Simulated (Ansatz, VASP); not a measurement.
# Two plane-wave programs on ZnS

```
Zn S
1.0
     3.82300    0.00000    0.00000
    -1.91150    3.31082    0.00000
     0.00000    0.00000    6.26100
Zn S
2 2
Direct
  0.33333 0.66667 0.00013
  0.66667 0.33333 0.50013
  0.33333 0.66667 0.37487
  0.66667 0.33333 0.87487
```

Alike in both runs: functional PBEsol; k mesh 9 × 9 × 6; occupations gaussian, width 0.02 eV; no spin polarisation.

Ansatz relaxed the structure, and its values are those at the end. VASP's run is a single point on that final structure, the one shown.

```csv
,VASP,Ansatz
version,VASP 6.6.1,Ansatz 0.2.0
potentials or method,"VASP PAW PBE potentials, release 64 (Zn, S), cutoff 500 eV","scalar-relativistic, plane waves, PAW"
valence electrons in the cell,36,36
```

|  | VASP | Ansatz | Ansatz less VASP |
| --- | --- | --- | --- |
| gap on the k mesh at the Fermi level (eV) | 2.03 | 2.02 | -0.009 |
| least direct gap on the mesh (eV) | 2.03 | 2.02 | -0.009 |
| pressure (GPa) | -2.0 | -2.2 | -0.16 |

VASP's potentials were made for PBE, not for PBEsol, and Ansatz warns of the same on its side. With one functional, cell and mesh, what is left measures potentials, basis and numerics. Ansatz's warnings: stress scf threshold loose.
